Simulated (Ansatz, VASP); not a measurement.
**One calculation of WS2, two programs**

INCAR

```
SYSTEM = WS2
  PREC = Accurate
  ENCUT = 520
  EDIFF = 1E-6
  ISMEAR = 0
  SIGMA = 0.05
  LREAL = .False.
  LASPH = .True.
  NELM = 100
  ALGO = Normal
  ISIF = 2
  LWAVE = .False.
  LCHARG = .False.
  GGA = PS
  NBANDS = 35
```

File KPOINTS:

```
regular mesh
0
Gamma
  12 12 2
  0 0 0
```

The input POSCAR:

```
WS2
1.0
    3.1458813836      0.0000000000      0.0000000000
   -1.5729406918      2.7244131955      0.0000000000
    0.0000000000      0.0000000000     23.5674572586
W S
2 4
Direct
    0.3333333333      0.6666666667      0.6345758579
    0.6666666667      0.3333333333      0.3654241421
    0.3333333333      0.6666666667      0.3005381600
    0.6666666667      0.3333333333      0.5696405238
    0.3333333333      0.6666666667      0.4335418306
    0.6666666667      0.3333333333      0.7026441944
```

Input for Ansatz:

```yaml
crystal:
  lattice:
    - [3.1458813836, 0.0, 0.0]
    - [-1.5729406918, 2.7244131955, 0.0]
    - [0.0, 0.0, 23.5674572586]
  atoms:
    - { symbol: W, position: [0.3333333333, 0.6666666667, 0.6345758579] }
    - { symbol: W, position: [0.6666666667, 0.3333333333, 0.3654241421] }
    - { symbol: S, position: [0.3333333333, 0.6666666667, 0.30053816] }
    - { symbol: S, position: [0.6666666667, 0.3333333333, 0.5696405238] }
    - { symbol: S, position: [0.3333333333, 0.6666666667, 0.4335418306] }
    - { symbol: S, position: [0.6666666667, 0.3333333333, 0.7026441944] }
basis:
  ecutwfc: 420
kpoints:
  mp_grid: { grid: [12, 12, 2] }
hamiltonian:
  xc: pbesol
scf:
  occupations: { method: gaussian, width: 0.05 }
output:
  forces: true
  stress: true
  eigenvalues: true
```

Change from the starting cell: all S atoms moved +0.037 Å, as atom 3 along Cartesian [0 0 1].

Alike in both runs: task single point; functional PBEsol; k mesh 12 × 12 × 2; occupations gaussian, width 0.05 eV; no spin polarisation.

```csv
,VASP,Ansatz
version,VASP 6.6.1,Ansatz 0.2.0
potentials or method,"VASP PAW PBE potentials, release 64 (W_sv, S), cutoff 520 eV","scalar-relativistic, plane waves, PAW"
valence electrons in the cell,52,52
```

```tsv
	VASP	Ansatz	Ansatz less VASP
gap on the k mesh at the Fermi level (eV)	1.51	1.49	-0.013
least direct gap on the mesh (eV)	1.88	1.87	-0.006
rms of the force components (eV/Å)	0.511	0.510	-0.0016
```

VASP's potentials were made for PBE, not for PBEsol. Atom by atom the forces differ by 0.010 eV/Å (rms over components).

Neither program's run includes spin-orbit coupling.
